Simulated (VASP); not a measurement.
## Al: single point with PBEsol

Crystal: Al.

```
Al
1.0
     2.74759    0.00000    0.00000
    -1.37380    2.37948    0.00000
     0.00000    0.00000    9.93370
Al
4
Direct
  0.00000 0.00000 0.00000
  0.33333 0.66667 0.25000
  0.00000 0.00000 0.50000
  0.66667 0.33333 0.75000
```

This isn't the form of Al at room conditions, which is fcc.

This cell differs from its parent crystal: ratio of the length along z to the lengths across it x 1.1, volume and fractional coordinates fixed.

```json
{
  "Program": "VASP 6.6.1",
  "Task": "single point",
  "Functional": "PBEsol",
  "Potentials or basis": "VASP PAW PBE potentials, release 64 (Al)",
  "Cutoff": "520 eV",
  "k mesh": "24 × 24 × 6",
  "Occupations": "gaussian, width 0.15 eV",
  "Spin": "no spin polarisation"
}
```

```
Pressure               : 1.2 GPa
Band gap on the k mesh : zero (bands 6 and 7 overlap by 4.16 eV)
```

Stress tensor (GPa, compression positive):
```
 3.76  0.00  0.00
 0.00  3.76  0.00
 0.00  0.00 -3.83
```

Levels at points of the mesh, in eV from the Fermi level:
| k point | band 2 | band 3 | band 4 | band 5 | band 6 | band 7 | band 8 | band 9 | band 10 | band 11 |
| --- | --- | --- | --- | --- | --- | --- | --- | --- | --- | --- |
| (0.00, 0.00, 0.00) | -9.73 | -9.72 | -5.58 | -5.10 | 1.71 | 1.71 | 10.47 | 11.31 | 12.40 | 12.40 |
| (0.50, 0.00, 0.00) | -4.85 | -3.76 | -3.74 | -3.05 | -3.02 | 0.55 | 0.86 | 0.97 | 1.25 | 6.96 |
| (0.00, 0.00, 0.50) | -10.84 | -7.89 | -7.89 | -2.12 | -2.12 | 6.10 | 6.10 | 12.61 | 12.61 | 12.61 |
| (0.50, 0.00, 0.50) | -4.57 | -4.44 | -4.44 | -1.87 | -1.87 | -1.23 | -1.23 | 3.76 | 3.76 | 4.14 |

Run time: 90 s on 1 thread of Intel(R) Xeon(R) 6975P-C (Granite Rapids), on a shared host, peak memory 0.29 GiB.

Caveat: the PAW data sets were made with another functional, which shifts forces and pressure a little.
